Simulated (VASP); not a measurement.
# PbO2 (P4_2/mnm) in VASP: a series of runs

Runs on PbO2. Level: PBE. Tasks: single point, relaxation of cell and atoms.

All numbers are computed with VASP 6.6.1; they aren't measurements. Logs are shortened: lines on timing, memory, paths and dates and some standing lists are left out, and cuts for length are marked.

## Step 1: The cell of the first run

Symmetry: P4_2/mnm, No. 136, tetragonal system. Conventional cell: a = 5.083 Å, b = 5.083 Å, c = 3.442 Å, α = 90.00°, β = 90.00°, γ = 90.00°. Pb (site symmetry mmm) has 6 O at 2.21 Å within 2.9 Å. O (site symmetry m2m) has 3 Pb at 2.21 Å and 1 O at 2.76 Å within 2.9 Å.

## Step 2: Single point, PBE

Input file INCAR:

```
PREC = Accurate
ENCUT = 520
EDIFF = 1E-6
ISMEAR = 0
SIGMA = 0.1
LREAL = False
LASPH = True
NELM = 80
ALGO = Fast
ISIF = 2
LWAVE = False
LCHARG = False
GGA = PE
NBANDS = 35
```

Input file KPOINTS:

```
Automatic mesh
0
Gamma
  8 8 10
```

Input file POSCAR:

```
PbO2
1.0
    5.0826194040      0.0000000000      0.0000000000
    0.0000000000      5.0826194040      0.0000000000
    0.0000000000      0.0000000000      3.4422956802
Pb O
2 4
Direct
    0.0000000000      0.0000000000      0.0000000000
    0.5000000000      0.5000000000      0.5000000000
    0.3080033110      0.3080033110      0.0000000000
    0.8080033110      0.1919966890      0.5000000000
    0.1919966890      0.8080033110      0.5000000000
    0.6919966890      0.6919966890      0.0000000000
```

Potentials or basis: VASP PAW PBE potentials, release 64 (Pb_d, O).

On the command line:

```console
$ cat potpaw_PBE.64/Pb_d/POTCAR potpaw_PBE.64/O/POTCAR > POTCAR
$ mpirun -np 1 vasp_std > vasp.out
```

OUTCAR:

```text
PREC = Accurate
   ENCUT = 520
   EDIFF = 1E-6
   ISMEAR = 0
   LREAL = False
   LASPH = True
   NELM = 80
   ISIF = 2
   GGA = PE

 ion  position               nearest neighbor table
   1  0.000  0.000  0.000-   4 2.21   5 2.21   4 2.21   5 2.21   3 2.21   6 2.21   2 3.98   2 3.98
                             2 3.98   2 3.98   2 3.98   2 3.98   2 3.98   2 3.98
   2  0.500  0.500  0.500-   3 2.21   6 2.21   3 2.21   6 2.21   5 2.21   4 2.21   1 3.98   1 3.98
                             1 3.98   1 3.98   1 3.98   1 3.98   1 3.98   1 3.98
   3  0.308  0.308  0.000-   2 2.21   2 2.21   1 2.21
   4  0.808  0.192  0.500-   1 2.21   1 2.21   2 2.21
   5  0.192  0.808  0.500-   1 2.21   1 2.21   2 2.21
   6  0.692  0.692  0.000-   2 2.21   2 2.21   1 2.21

  LATTYP: Found a simple tetragonal cell.
 ALAT       =     5.0826194040
 C/A-ratio  =     0.6772680397

  Lattice vectors:

 A1 = (   5.0826194040,   0.0000000000,   0.0000000000)
 A2 = (   0.0000000000,   5.0826194040,   0.0000000000)
 A3 = (   0.0000000000,   0.0000000000,   3.4422956802)

Analysis of symmetry for initial positions (statically):
=====================================================================
 Subroutine PRICEL returns:
 Original cell was already a primitive cell.

 Routine SETGRP: Setting up the symmetry group for a
 simple tetragonal supercell.

 Subroutine GETGRP returns: Found 16 space group operations
 (whereof  8 operations were pure point group operations)
 out of a pool of 16 trial point group operations.

The static configuration has the point symmetry D_2h.
 The point group associated with its full space group is D_4h.

Analysis of symmetry for dynamics (positions and initial velocities):
=====================================================================
 Subroutine PRICEL returns:
 Original cell was already a primitive cell.

 Routine SETGRP: Setting up the symmetry group for a
 simple tetragonal supercell.

 Subroutine GETGRP returns: Found 16 space group operations
 (whereof  8 operations were pure point group operations)
 out of a pool of 16 trial point group operations.

The dynamic configuration has the point symmetry D_2h.
 The point group associated with its full space group is D_4h.

 Subroutine INISYM returns: Found 16 space group operations
 (whereof  8 operations are pure point group operations),
 and found     1 'primitive' translations

----------------------------------------------------------------------------------------

                                     Primitive cell

  volume of cell :      88.9249

  direct lattice vectors                    reciprocal lattice vectors
     5.082619404  0.000000000  0.000000000     0.196748944  0.000000000  0.000000000
     0.000000000  5.082619404  0.000000000     0.000000000  0.196748944  0.000000000
     0.000000000  0.000000000  3.442295680     0.000000000  0.000000000  0.290503807

  length of vectors
     5.082619404  5.082619404  3.442295680     0.196748944  0.196748944  0.290503807

  position of ions in fractional coordinates (direct lattice)
     0.000000000  0.000000000  0.000000000
     0.500000000  0.500000000  0.500000000
     0.308003311  0.308003311  0.000000000
     0.808003311  0.191996689  0.500000000
     0.191996689  0.808003311  0.500000000
     0.691996689  0.691996689  0.000000000

  ion indices of the primitive-cell ions
   primitive index   ion index
                 1           1
                 2           2
                 3           3
                 4           4
                 5           5
                 6           6

----------------------------------------------------------------------------------------

 KPOINTS: Automatic mesh

Automatic generation of k-mesh.
 Grid dimensions read from file:
 generate k-points for:    8    8   10

 Generating k-lattice:

  Cartesian coordinates                     Fractional coordinates (reciprocal lattice)
     0.024593618  0.000000000  0.000000000     0.125000000  0.000000000  0.000000000
     0.000000000  0.024593618  0.000000000     0.000000000  0.125000000  0.000000000
     0.000000000  0.000000000  0.029050381     0.000000000  0.000000000  0.100000000

  Length of vectors
     0.024593618  0.024593618  0.029050381

  Shift w.r.t. Gamma in fractional coordinates (k-lattice)
     0.000000000  0.000000000  0.000000000

 Subroutine IBZKPT returns following result:
 ===========================================

 Found     90 irreducible k-points:

 Following reciprocal coordinates:
            Coordinates               Weight
  0.000000  0.000000  0.000000      1.000000
  0.125000  0.000000  0.000000      4.000000
  0.250000  0.000000  0.000000      4.000000
  0.375000  0.000000  0.000000      4.000000
  0.500000  0.000000  0.000000      2.000000
  0.125000  0.125000  0.000000      4.000000
[... 16 lines left out ...]
  0.375000  0.125000  0.100000     16.000000
  0.500000  0.125000  0.100000      8.000000
 [... further k-points ...]
   k-points           NKPTS =     90   k-points in BZ     NKDIM =     90   number of bands    NBANDS=     35
   number of dos      NEDOS =    301   number of ions     NIONS =      6
   total plane-waves  NPLWV =  44800
   dimension x,y,z NGX =    40 NGY =   40 NGZ =   28
   dimension x,y,z NGXF=    80 NGYF=   80 NGZF=   56
   ions per type =               2   4
   NGX,Y,Z   is equivalent  to a cutoff of  13.08, 13.08, 13.52 a.u.
   NGXF,Y,Z  is equivalent  to a cutoff of  26.17, 26.17, 27.05 a.u.
 SYSTEM =  unknown system
   PREC   = accura    normal or accurate (medium, high low for compatibility)
   ISTART =      0    job   : 0-new  1-cont  2-samecut
   ICHARG =      2    charge: 1-file 2-atom 10-const
   ISPIN  =      1    spin polarized calculation?
   LNONCOLLINEAR =      F non collinear calculations
   LSORBIT =      F    spin-orbit coupling
   LASPH  =      T    aspherical Exc in radial PAW
   ENCUT  =  520.0 eV  38.22 Ry    6.18 a.u.   9.45  9.45  6.40*2*pi/ulx,y,z
   NELM   =     80;   NELMIN=  2; NELMDL= -5     # of ELM steps
   EDIFF  = 0.1E-05   stopping-criterion for ELM
   LREAL  =      F    real-space projection
   EDIFFG = 0.1E-04   stopping-criterion for IOM
   NSW    =      0    number of steps for IOM
   IBRION =     -1    ionic relax: 0-MD 1-quasi-New 2-CG
   NFREE  =      0    steps in history (QN), initial steepest desc. (CG)
   ISIF   =      2    stress and relaxation
   ISYM   =      2    0-nonsym 1-usesym 2-fastsym
   POTIM  = 0.5000    time-step for ionic-motion
   TEBEG  =    0.0;   TEEND  =   0.0 temperature during run
   PSTRESS=    0.0 pullay stress
   NELECT =      52.0000    total number of electrons
   NUPDOWN=      -1.0000    fix difference up-down
   EMIN   =  10.00;   EMAX   =-10.00  energy-range for DOS
   EFERMI =   0.00;   METHOD = LEGACY
   ISMEAR =     0;   SIGMA  =   0.10  broadening in eV -4-tet -1-fermi 0-gaus
   EFERMI_NEDOS =   21; number of points for ismear=-14 and -15
   IALGO  =     68    algorithm
   IMIX   =      4    mixing-type and parameters
     AMIX     =   0.40;   BMIX     =  1.00
     AMIX_MAG =   1.60;   BMIX_MAG =  1.00
  volume/ion in A,a.u.               =      14.82       100.02
  Fermi-wavevector in a.u.,A,eV,Ry     =   1.368994  2.587023 25.499279  1.874144
  Thomas-Fermi vector in A             =   2.494909
   LORBIT       =      0    0 simple, 1 ext, 2 COOP (PROOUT), +10 PAW based schemes
   GGA     = PE    functional components
   LHFCALC =     F    Hartree Fock is set to
   AEXX    =    0.0000 exact exchange contribution
   IVDW    =     0    specifies the selected vdW correction
   LEPSILON=     F    determine dielectric tensor
   LRPA    =     F    only Hartree local field effects (RPA)
 non-spin polarized calculation
 RMM-DIIS sequential band-by-band and
 Gauss-broadening in eV      SIGMA  =   0.10
  energy-cutoff  :      520.00
  volume of cell :       88.92
 maximum number of plane-waves:      2425
 NGX is ok and might be reduce to    40
   NGX = 19   NGY = 19   NGZ = 13

 number of electron      51.9999982 magnetization

 Free energy of the ion-electron system (eV)
  ---------------------------------------------------
  ext. energy  EPLUGINS =         0.00000000
  ---------------------------------------------------
  free energy    TOTEN  =       -31.86933713 eV

  energy without entropy =      -31.86622840  energy(sigma->0) =      -31.86778277

 E-fermi :   3.7479     XC(G=0): -10.3699

 val. band max:        3.7225233941   @ k =   0.1250   0.1250   0.0000
 cond. band min:       3.7612306187   @ k =   0.0000   0.0000   0.1000
 fundamental gap:      0.0387072246
 Fermi energy:         3.7478928410

 k-point     1 :       0.0000    0.0000    0.0000
  band No.  band energies     occupation
      1     -14.2537      2.00000
      2     -14.2139      2.00000
      3     -12.6582      2.00000
      4     -12.6582      2.00000
      5     -11.7724      2.00000
      6     -11.6246      2.00000
[... 27 lines left out ...]
     34      14.2417      0.00000
     35      15.3035      0.00000

 k-point     2 :       0.1250    0.0000    0.0000
  band No.  band energies     occupation
      1     -14.2181      2.00000
      2     -14.1898      2.00000
      3     -12.8019      2.00000
      4     -12.7350      2.00000
      5     -11.6191      2.00000
      6     -11.6027      2.00000
[... 27 lines left out ...]
     34      14.5204      0.00000
     35      15.3150      0.00000

 k-point     3 :       0.2500    0.0000    0.0000
  band No.  band energies     occupation
      1     -14.1209      2.00000
      2     -14.1200      2.00000
      3     -13.0600      2.00000
      4     -12.9272      2.00000
      5     -11.5856      2.00000
      6     -11.5853      2.00000
[... 27 lines left out ...]
     34      15.1226      0.00000
     35      15.3755      0.00000
[... 723 lines left out ...]
 k-point    23 :       0.3750    0.1250    0.1000
  band No.  band energies     occupation
      1     -14.0495      2.00000
      2     -13.8713      2.00000
      3     -13.4293      2.00000
      4     -13.1337      2.00000
      5     -11.5822      2.00000
      6     -11.5480      2.00000
[... 27 lines left out ...]
     34      15.3103      0.00000
     35      15.5508      0.00000

 k-point    24 :       0.5000    0.1250    0.1000
  band No.  band energies     occupation
      1     -13.9369      2.00000
      2     -13.9369      2.00000
      3     -13.3273      2.00000
      4     -13.3273      2.00000
      5     -11.5566      2.00000
      6     -11.5566      2.00000
[... 27 lines left out ...]
     34      14.9515      0.00000
     35      15.6749      0.00000

 [... further k-points ...]
[... 5 lines left out ...]
  --------------------------------------------------------------------------------------
  -------------------------------------------------------------------------------------
  Total        0.0731644      0.0731644      0.2005722     -0.0000000      0.0000000      0.0000000
  in kB        1.3182183      1.3182183      3.6137489     -0.0000000      0.0000000      0.0000000
  external PRESSURE =       2.0833952 kB  Pullay stress =       0.0000000 kB

 VOLUME and BASIS-vectors are now :
 -----------------------------------------------------------------------------
  energy-cutoff  :      520.00
  volume of cell :       88.92
      direct lattice vectors                 reciprocal lattice vectors
     5.082619404  0.000000000  0.000000000     0.196748944  0.000000000  0.000000000
     0.000000000  5.082619404  0.000000000     0.000000000  0.196748944  0.000000000
     0.000000000  0.000000000  3.442295680     0.000000000  0.000000000  0.290503807

 POSITION                                       TOTAL-FORCE (eV/Angst)
 -----------------------------------------------------------------------------------
      0.00000      0.00000      0.00000         0.000000      0.000000      0.000000
      2.54131      2.54131      1.72115         0.000000      0.000000      0.000000
      1.56546      1.56546      0.00000        -0.009197     -0.009197      0.000000
      4.10677      0.97585      1.72115        -0.009197      0.009197      0.000000
      0.97585      4.10677      1.72115         0.009197     -0.009197      0.000000
      3.51716      3.51716      0.00000         0.009197      0.009197      0.000000
 -----------------------------------------------------------------------------------
    total drift:                                0.000000     -0.000000     -0.000000

  FREE ENERGIE OF THE ION-ELECTRON SYSTEM (eV)
  ---------------------------------------------------
  free  energy   TOTEN  =       -31.8693371266 eV

  energy  without entropy=      -31.8662284048  energy(sigma->0) =      -31.86778277
```

Wall time 5.5 min (1 thread of Oxide Virtual Turin-like, shared host); peak memory 0.32 GiB.

What came out:

```yaml
Free_energy: -31.8693 eV
Pressure: 0.2 GPa
Largest_force: 0.013 eV/Å
Band_gap_on_the_k_mesh: 0.01 eV
```

Forces in eV/Å, atoms in the order of the input:
```
Pb   0.000  0.000  0.000
Pb   0.000  0.000  0.000
O   -0.009 -0.009  0.000
O   -0.009  0.009  0.000
O    0.009 -0.009  0.000
O    0.009  0.009  0.000
```

Caveat: the smearing spreads over this small gap; spin-orbit coupling is left out, which moves the levels of the heavy elements.

## Step 3: Relaxation of cell and atoms, PBE

Input file INCAR:

```
SYSTEM = PbO2
PREC = Accurate ; ENCUT = 600
EDIFF = 1E-6 ; ISMEAR = 0
SIGMA = 0.1 ; LREAL = .FALSE.
LASPH = .TRUE. ; NELM = 100
ALGO = Fast ; ISIF = 3
LWAVE = .FALSE. ; LCHARG = .FALSE.
GGA = PE ; IBRION = 2
NSW = 100 ; EDIFFG = -0.005
```

Input file KPOINTS:

```
regular mesh
0
G
  8 8 10
  0 0 0
```

Input file POSCAR:

```
PbO2
1.0
    5.0822739256      0.0000000000      0.0000000000
    0.0000000000      5.0822739256      0.0000000000
    0.0000000000      0.0000000000      3.4417015712
Pb O
2 4
Direct
    0.0000000000      0.0000000000      0.0000000000
    0.5000000000      0.5000000000      0.5000000000
    0.3080387109      0.3080387109      0.0000000000
    0.8080387109      0.1919612891      0.5000000000
    0.1919612891      0.8080387109      0.5000000000
    0.6919612891      0.6919612891      0.0000000000
```

Potentials or basis: VASP PAW PBE potentials, release 64 (Pb_d, O).

On the command line:

```console
$ cat potpaw_PBE.64/Pb_d/POTCAR potpaw_PBE.64/O/POTCAR > POTCAR
$ mpirun -np 1 vasp_std > vasp.out
```

Wall time 8.4 min (1 thread of Oxide Virtual Turin-like, shared host); peak memory 0.36 GiB.

Results (log left out):

```
Free energy                           : -31.8772 eV
Relaxed volume                        : 14.83 Å³/atom
Relaxed cell                          : a = 5.082 Å, b = 5.082 Å, c = 3.446 Å, α = 90.00°, β = 90.00°, γ = 90.00°
Space group after relaxing (to 0.1 Å) : P4_2/mnm (No. 136)
Energy gained by relaxing             : 0.0 meV/atom
Ionic steps                           : 6
Pressure after relaxing               : 0.0 GPa
Largest force after relaxing          : 0.003 eV/Å
Band gap on the k mesh                : zero (filled and empty bands touch)
```

Forces on the atoms (eV/Å):
```
Pb   0.000  0.000  0.000
Pb   0.000  0.000  0.000
O   -0.002 -0.002  0.000
O   -0.002  0.002  0.000
O    0.002 -0.002  0.000
O    0.002  0.002  0.000
```

Step by step:
```tsv
step	energy change (eV)	largest force (eV/Å)	pressure (GPa)	volume (Å³)
1	0.0000	0.0180	0.15	88.90
2	-0.0001	0.0012	-0.11	89.08
3	-0.0001	0.0052	-0.07	89.03
4	-0.0001	0.0062	-0.04	89.02
5	-0.0001	0.0060	-0.03	89.02
6	-0.0001	0.0033	-0.01	88.99
```

Final structure:
```
CELL_PARAMETERS angstrom
5.08194 0.00000 0.00000
0.00000 5.08194 0.00000
0.00000 0.00000 3.44577
ATOMIC_POSITIONS crystal
Pb 0.00000 0.00000 0.00000
Pb 0.50000 0.50000 0.50000
O 0.30792 0.30792 0.00000
O 0.80792 0.19208 0.50000
O 0.19208 0.80792 0.50000
O 0.69208 0.69208 0.00000
```

Levels at points of the mesh, in eV from the Fermi level:
| k point | band 22 | band 23 | band 24 | band 25 | band 26 | band 27 | band 28 | band 29 | band 30 | band 31 |
| --- | --- | --- | --- | --- | --- | --- | --- | --- | --- | --- |
| (0.00, 0.00, 0.00) | -0.76 | -0.65 | -0.65 | -0.57 | -0.57 | 0.07 | 3.85 | 5.72 | 5.72 | 9.51 |
| (0.50, 0.00, 0.00) | -1.28 | -0.68 | -0.68 | -0.38 | -0.38 | 2.05 | 2.05 | 6.31 | 6.31 | 9.33 |
| (0.50, 0.50, 0.00) | -1.47 | -0.70 | -0.70 | -0.47 | -0.47 | 2.44 | 2.44 | 6.50 | 6.50 | 9.68 |
| (0.00, 0.00, 0.50) | -1.96 | -1.03 | -1.03 | -0.74 | -0.74 | 3.35 | 3.35 | 8.57 | 8.57 | 9.42 |
| (0.50, 0.00, 0.50) | -1.03 | -0.72 | -0.72 | -0.29 | -0.29 | 3.63 | 3.63 | 6.99 | 6.99 | 9.62 |
| (0.50, 0.50, 0.50) | -1.92 | -0.64 | -0.64 | -0.50 | -0.50 | 2.50 | 2.50 | 8.10 | 8.10 | 9.39 |

Caveat: semilocal functionals underestimate gaps, and a narrow one can read as zero; spin-orbit coupling is left out, which moves the levels of the heavy elements.

The gap in the log of VASP goes by the Fermi energy; the results here count the filled bands.